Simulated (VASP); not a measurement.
# Cs (Im-3m) in VASP: a series of runs, part 2 of 2

VASP 6.6.1.

## 3. Relaxation of cell and atoms, r2SCAN

POSCAR reads:

```
Cs
1.0
   -3.1371092464      3.1371092464      3.1371092464
    3.1371092464     -3.1371092464      3.1371092464
    3.1371092464      3.1371092464     -3.1371092464
Cs
1
Direct
    0.0000000000      0.0000000000      0.0000000000
```

INCAR.step1 reads:

```
ALGO = Normal
EDIFF = 1E-4
ENCUT = 600
GGA = PE
ISMEAR = 0
LASPH = True
LCHARG = False
LREAL = False
LWAVE = True
NELM = 100
PREC = Accurate
SIGMA = 0.1
```

INCAR.step2 reads:

```
ALGO = Normal
EDIFF = 1E-6
EDIFFG = -0.005
ENCUT = 600
IBRION = 2
ISIF = 3
ISMEAR = 0
ISTART = 1
LASPH = True
LCHARG = False
LMIXTAU = True
LREAL = False
LWAVE = False
METAGGA = R2SCAN
NELM = 100
NSW = 100
PREC = Accurate
SIGMA = 0.1
```

KPOINTS reads:

```
k-points
0
Gamma
  10 10 10
```

Potentials or basis: VASP PAW PBE potentials, release 64 (Cs_sv).

On the command line:

```bash
$ cat potpaw_PBE.64/Cs_sv/POTCAR > POTCAR
$ cp INCAR.step1 INCAR
$ mpirun -np 1 vasp_std > vasp.out
$ cp INCAR.step2 INCAR
$ mpirun -np 1 vasp_std > vasp.out
```

OUTCAR:

```text
EDIFF = 1E-6
   EDIFFG = -0.005
   ENCUT = 600
   IBRION = 2
   ISIF = 3
   ISMEAR = 0
   ISTART = 1
   LASPH = True
   LREAL = False
   METAGGA = R2SCAN
   NELM = 100
   NSW = 100
   PREC = Accurate

 ion  position               nearest neighbor table
   1  0.000  0.000  0.000-

  LATTYP: Found a body centered cubic cell.
 ALAT       =     6.2742184928

  Lattice vectors:

 A1 = (  -3.1371092464,   3.1371092464,   3.1371092464)
 A2 = (   3.1371092464,  -3.1371092464,   3.1371092464)
 A3 = (   3.1371092464,   3.1371092464,  -3.1371092464)

Analysis of symmetry for initial positions (statically):
=====================================================================
 Subroutine PRICEL returns:
 Original cell was already a primitive cell.

 Routine SETGRP: Setting up the symmetry group for a
 body centered cubic supercell.

 Subroutine GETGRP returns: Found 48 space group operations
 (whereof 48 operations were pure point group operations)
 out of a pool of 48 trial point group operations.

The static configuration has the point symmetry O_h .

Analysis of symmetry for dynamics (positions and initial velocities):
=====================================================================
 Subroutine PRICEL returns:
 Original cell was already a primitive cell.

 Routine SETGRP: Setting up the symmetry group for a
 body centered cubic supercell.

 Subroutine GETGRP returns: Found 48 space group operations
 (whereof 48 operations were pure point group operations)
 out of a pool of 48 trial point group operations.

The dynamic configuration has the point symmetry O_h .

 Subroutine INISYM returns: Found 48 space group operations
 (whereof 48 operations are pure point group operations),
 and found     1 'primitive' translations

[... 115 lines left out ...]
  Thomas-Fermi vector in A             =   1.763289
   LORBIT       =      0    0 simple, 1 ext, 2 COOP (PROOUT), +10 PAW based schemes
   METAGGA = R2SCAN    functional components
   LHFCALC =     F    Hartree Fock is set to
   AEXX    =    0.0000 exact exchange contribution
   IVDW    =     0    specifies the selected vdW correction
   LEPSILON=     F    determine dielectric tensor
   LRPA    =     F    only Hartree local field effects (RPA)
 conjugate gradient relaxation of ions
 non-spin polarized calculation
 Gauss-broadening in eV      SIGMA  =   0.10
  energy-cutoff  :      600.00
  volume of cell :      123.49
 maximum number of plane-waves:      4196
 NGX is ok and might be reduce to    48
   NGX = 21   NGY = 21   NGZ = 21

 number of electron       9.0000000 magnetization

 Free energy of the ion-electron system (eV)
  ---------------------------------------------------
  ext. energy  EPLUGINS =         0.00000000
  ---------------------------------------------------
  free energy    TOTEN  =       -25.01939249 eV

  energy without entropy =      -25.01132040  energy(sigma->0) =      -25.01535645

 E-fermi :   0.3785     XC(G=0):  -5.4538

 val. band max:        0.3756816300   @ k =  -0.3000   0.4000   0.2000
 cond. band min:       0.3861249537   @ k =   0.3000   0.2000   0.0000
 fundamental gap:      0.0104433237
 Fermi energy:         0.3784865209

 k-point     1 :       0.0000    0.0000    0.0000
  band No.  band energies     occupation
      1     -24.4665      2.00000
      2     -10.8421      2.00000
      3     -10.8421      2.00000
      4     -10.8421      2.00000
      5      -1.3424      2.00000
      6       3.1394      0.00000
      7       3.1394      0.00000
      8       3.1394      0.00000
[... 243 lines left out ...]
 k-point    24 :      -0.3000    0.3000    0.1000
  band No.  band energies     occupation
      1     -24.4627      2.00000
      2     -10.9131      2.00000
      3     -10.8692      2.00000
      4     -10.8504      2.00000
      5      -0.3485      2.00000
      6       1.9652      0.00000
      7       2.5341      0.00000
      8       3.3208      0.00000

 [... further k-points ...]

------------------------ aborting loop because EDIFF is reached ----------------------------------------

  FORCE on cell =-STRESS in cart. coord.  units (eV):
  Direction    XX          YY          ZZ          XY          YZ          ZX
  --------------------------------------------------------------------------------------
  -------------------------------------------------------------------------------------
  Total       -0.0036637     -0.0036637     -0.0036637      0.0000000      0.0000000     -0.0000000
  in kB       -0.0475317     -0.0475317     -0.0475317      0.0000000      0.0000000     -0.0000000
  external PRESSURE =      -0.0475317 kB  Pullay stress =       0.0000000 kB

 VOLUME and BASIS-vectors are now :
 -----------------------------------------------------------------------------
  energy-cutoff  :      600.00
  volume of cell :      123.49
      direct lattice vectors                 reciprocal lattice vectors
    -3.137109246  3.137109246  3.137109246     0.000000000  0.159382400  0.159382400
     3.137109246 -3.137109246  3.137109246     0.159382400  0.000000000  0.159382400
     3.137109246  3.137109246 -3.137109246     0.159382400  0.159382400  0.000000000

 POSITION                                       TOTAL-FORCE (eV/Angst)
 -----------------------------------------------------------------------------------
      0.00000      0.00000      0.00000        -0.000000      0.000000     -0.000000
 -----------------------------------------------------------------------------------
    total drift:                                0.000000      0.000000      0.000000

  FREE ENERGIE OF THE ION-ELECTRON SYSTEM (eV)
  ---------------------------------------------------
  free  energy   TOTEN  =       -25.0193924931 eV

  energy  without entropy=      -25.0113204043  energy(sigma->0) =      -25.01535645

 reached required accuracy - stopping structural energy minimisation
```

OUTCAR.step1:

```text
EDIFF = 1E-4
   ENCUT = 600
   GGA = PE
   ISMEAR = 0
   LASPH = True
   LREAL = False
[... 479 lines left out ...]

 POSITION                                       TOTAL-FORCE (eV/Angst)
 -----------------------------------------------------------------------------------
      0.00000      0.00000      0.00000        -0.000000     -0.000000      0.000000
 -----------------------------------------------------------------------------------
    total drift:                                0.000000      0.000000      0.000000

  FREE ENERGIE OF THE ION-ELECTRON SYSTEM (eV)
  ---------------------------------------------------
  free  energy   TOTEN  =        -0.8494497971 eV

  energy  without entropy=       -0.8404181860  energy(sigma->0) =       -0.84493399
```

OSZICAR.step1:

```text
N       E                     dE             d eps       ncg     rms          rms(c)
DAV:   1     0.589874074883E+02    0.58987E+02   -0.30278E+03   752   0.851E+02
DAV:   2     0.500593300466E+01   -0.53981E+02   -0.53435E+02  1064   0.125E+02
DAV:   3    -0.760430439820E+00   -0.57664E+01   -0.57652E+01   752   0.495E+01
DAV:   4    -0.847153165451E+00   -0.86723E-01   -0.86715E-01  1352   0.755E+00
DAV:   5    -0.847272223461E+00   -0.11906E-03   -0.11906E-03  1000   0.187E-01    0.130E-01
DAV:   6    -0.848129843954E+00   -0.85762E-03   -0.13322E-03  1344   0.214E-01    0.915E-02
DAV:   7    -0.849367045572E+00   -0.12372E-02   -0.38843E-03   928   0.384E-01    0.346E-02
DAV:   8    -0.849449797059E+00   -0.82751E-04   -0.12771E-04  1072   0.899E-02
   1 F= -.84944980E+00 E0= -.84493399E+00  d E =-.903161E-02
```

It took 1.9 min on 1 thread of Intel Xeon 6975P-C (Granite Rapids), shared host; peak memory 0.37 GiB.

Results:

```
Free energy             : -25.0194 eV
Pressure after relaxing : 0.0 GPa
Band gap on the k mesh  : zero (an odd number of electrons rules out a gap without spin polarisation)
```

Final structure:
```
Cs
1.0
    -3.13711    3.13711    3.13711
     3.13711   -3.13711    3.13711
     3.13711    3.13711   -3.13711
Cs
1
Direct
  0.00000 0.00000 0.00000
```

Caveat: the PAW data sets were made with another functional, which shifts forces and pressure a little; spin-orbit coupling is left out, which moves the levels of the heavy elements.
